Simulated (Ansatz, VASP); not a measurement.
# One calculation of ZrB, two programs

File INCAR:

```
SYSTEM = ZrB
PREC = Accurate ; ENCUT = 520
EDIFF = 1E-7 ; ISMEAR = 0
SIGMA = 0.15 ; LREAL = .False.
LASPH = .True. ; NELM = 100
ALGO = Normal ; ISIF = 2
LWAVE = .False. ; LCHARG = .False.
GGA = PS ; NBANDS = 14
```

The input KPOINTS:

```
Automatic mesh
0
Gamma
  20 20 20
  0 0 0
```

File POSCAR:

```
ZrB
1.0
   -0.5038604225      2.1023141766      2.1023141766
    2.1023141766     -0.5038604225      2.1023141766
    2.1023141766      2.1023141766     -0.5038604225
Zr B
1 1
Direct
    0.0000000000      0.0000000000      0.0000000000
    0.5000000000      0.5000000000      0.5000000000
```

Input for Ansatz:

```yaml
crystal:
  lattice:
    - [-0.5038604225, 2.1023141766, 2.1023141766]
    - [2.1023141766, -0.5038604225, 2.1023141766]
    - [2.1023141766, 2.1023141766, -0.5038604225]
  atoms:
    - { symbol: Zr, position: [0.0, 0.0, 0.0] }
    - { symbol: B, position: [0.5, 0.5, 0.5] }
basis:
  ecutwfc: 420
kpoints:
  mp_grid: { grid: [20, 20, 20] }
hamiltonian:
  xc: pbesol
scf:
  occupations: { method: gaussian, width: 0.15 }
output:
  forces: true
  stress: true
  eigenvalues: true
```

Alike in both runs: task single point; functional PBEsol; k mesh 20 × 20 × 20; occupations gaussian, width 0.15 eV; no spin polarisation.

|  | VASP | Ansatz |
| --- | --- | --- |
| version | VASP 6.6.1 | Ansatz 0.2.0 |
| potentials or method | VASP PAW PBE potentials, release 64 (Zr_sv, B), cutoff 520 eV | scalar-relativistic, plane waves, PAW |
| valence electrons in the cell | 15 | 15 |

```tsv
	VASP	Ansatz	Ansatz less VASP
gap on the k mesh at the Fermi level (eV)	none	none	-
pressure (GPa)	25.2	24.9	-0.27
traceless stress, the component that is largest in VASP (GPa)	4.20	4.24	+0.036
```

VASP's potentials were made for PBE, not for PBEsol. A gap of «none» marks a metal or a gap that the smearing closes.
